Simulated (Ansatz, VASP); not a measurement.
**One calculation of InH3, two programs**

INCAR

```
  PREC = Accurate
  ENCUT = 1230
  EDIFF = 1E-7
  ISMEAR = 0
  SIGMA = 0.1
  LREAL = F
  LASPH = T
  NELM = 120
  ALGO = Normal
  ISIF = 3
  LWAVE = F
  LCHARG = F
  GGA = PE
  IBRION = 2
  NSW = 90
  EDIFFG = -0.04
  GGA_COMPAT = F
  NELMIN = 4
```

Contents of KPOINTS:

```
Automatic mesh
0
Gamma
  6 6 4
```

POSCAR

```
InH3
1.0
    3.5143807100      0.0000000000      0.0000000000
   -1.7571903600      3.0435429800      0.0000000000
    0.0000000000      0.0000000000      5.4296460200
In H
1 3
Direct
    0.0000000000      0.0000000000      0.0000000000
    0.5000000000      0.0000000000      0.5000000000
    0.0000000000      0.5000000000      0.5000000000
    0.5000000000      0.5000000000      0.5000000000
```

Input for Ansatz:

```yaml
crystal:
  lattice:
    - [3.51438071, 0.0, 0.0]
    - [-1.75719036, 3.04354298, 0.0]
    - [0.0, 0.0, 5.42964602]
  atoms:
    - { symbol: In, position: [0.0, 0.0, 0.0] }
    - { symbol: H, position: [0.5, 0.0, 0.5] }
    - { symbol: H, position: [0.0, 0.5, 0.5] }
    - { symbol: H, position: [0.5, 0.5, 0.5] }
basis:
  ecutwfc: 420
kpoints:
  mp_grid: { grid: [6, 6, 4] }
hamiltonian:
  xc: pbe
scf:
  occupations: { method: gaussian, width: 0.1 }
  lower_state_search: "off"
output:
  forces: true
  stress: true
  eigenvalues: true
relax:
  adjacent_minimum: "off"
  f_tol: 0.04
  max_steps: 70
  cell: { stress_tol: 0.4 }
```

Alike in both runs: task relaxation of cell and atoms; functional PBE; k mesh 6 × 6 × 4; occupations gaussian, width 0.1 eV; no spin polarisation.

```csv
,VASP,Ansatz
version,VASP 6.6.1,Ansatz 0.2.0
potentials or method,"VASP PAW PBE potentials, release 64 (In_d, H_h), cutoff 1230 eV","scalar-relativistic, plane waves, PAW"
valence electrons in the cell,16,16
```

```tsv
	VASP	Ansatz	Ansatz less VASP
gap on the k mesh at the Fermi level, each at its own relaxed structure (eV)	none	none	-
relaxed volume (Å³/atom)	9.64	9.77	+0.135
relaxed length of the cell vector where the two differ most in proportion (Å)	5.253	5.314	+0.0612
```

A gap of «none» marks a metal or a gap that the smearing closes.

Noted on VASP's run: the volume moved by over 15 % at a fixed basis, so the end points are rough.
